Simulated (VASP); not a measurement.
Input of a VASP 6.6.1 run:

File INCAR:

```
SYSTEM = BiS
ALGO = Normal
EDIFF = 1E-7
ENCUT = 520
GGA = PE
ISIF = 2
ISMEAR = 0
LASPH = .TRUE.
LCHARG = .FALSE.
LREAL = .FALSE.
LWAVE = .FALSE.
NBANDS = 18
NELM = 100
PREC = Accurate
SIGMA = 0.05
```

Contents of KPOINTS:

```
k-points
0
G
  10 10 10
  0 0 0
```

The input POSCAR:

```
BiS
1.0
    3.6156254219      0.0000000000      0.0000000000
    0.0000000000      3.5798271504      0.0000000000
    0.0000000000      0.0000000000      3.5798271504
Bi S
1 1
Direct
    0.0000000000      0.0000000000      0.0000000000
    0.5000000000      0.5000000000      0.5000000000
```

Potentials or basis: VASP PAW PBE potentials, release 64 (Bi_d, S).

The run is started by

```bash
$ cat potpaw_PBE.64/Bi_d/POTCAR potpaw_PBE.64/S/POTCAR > POTCAR
$ mpirun -np 1 vasp_std > vasp.out
```

**Question.** Estimate the pressure.

**Answer.** -0.8 GPa.

Stress tensor (GPa, compression positive):
```
-1.35  0.00  0.00
 0.00 -0.51  0.00
 0.00  0.00 -0.51
```
